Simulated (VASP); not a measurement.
Wanted: the native input for a VASP 6.6.1 run.

```yaml
Task: relaxation of the atoms
Functional: PBE
Potentials_or_basis: VASP PAW PBE potentials, release 64 (Rh_pv)
Cutoff: 450 eV
k_mesh: 13 × 13 × 1
Occupations: fermi-dirac, width 0.05 eV
Spin: no spin polarisation
Dipole_correction: yes
Further_INCAR_settings: ALGO = Normal; EDIFF = 1e-07; NELMDL = -8; IBRION = 2; EDIFFG = -0.01; NSW = 60
```

The structure of Rh lies in POSCAR:

```
Rh
1.0
    2.7085099833      0.0000000000      0.0000000000
    0.0000000000      2.7085099833      0.0000000000
    0.0000000000      0.0000000000     19.8304000000
Rh
3
Direct
    0.0000000000      0.0000000000      0.4034207189
    0.5000000000      0.5000000000      0.5000000000
    0.0000000000      0.0000000000      0.5965792811
```

One way to write it, as run:

INCAR

```
PREC = Accurate
ENCUT = 450
EDIFF = 1E-7
ISMEAR = -1
SIGMA = 0.05
LREAL = F
LASPH = T
NELM = 120
ALGO = Normal
ISIF = 2
LWAVE = F
LCHARG = F
LDIPOL = T
IDIPOL = 3
DIPOL = 0.5 0.5 0.500
GGA = PE
IBRION = 2
NSW = 60
EDIFFG = -0.01
GGA_COMPAT = F
NELMIN = 4
NELMDL = -8
```

KPOINTS

```
Automatic mesh
0
Gamma
  13 13 1
```

Potentials or basis: VASP PAW PBE potentials, release 64 (Rh_pv).

Run with:

```console
$ cat potpaw_PBE.64/Rh_pv/POTCAR > POTCAR
$ mpirun -np 1 vasp_std > vasp.out
```

Results of the run:

The energy gained by relaxing is 17.1 meV/atom. The ionic steps are 4 and the band gap on the k mesh is zero (an odd number of electrons rules out a gap without spin polarisation).

Run time: 11 min on 1 thread of Oxide Virtual Turin-like Processor, with other jobs on the host, peak memory 0.23 GiB.
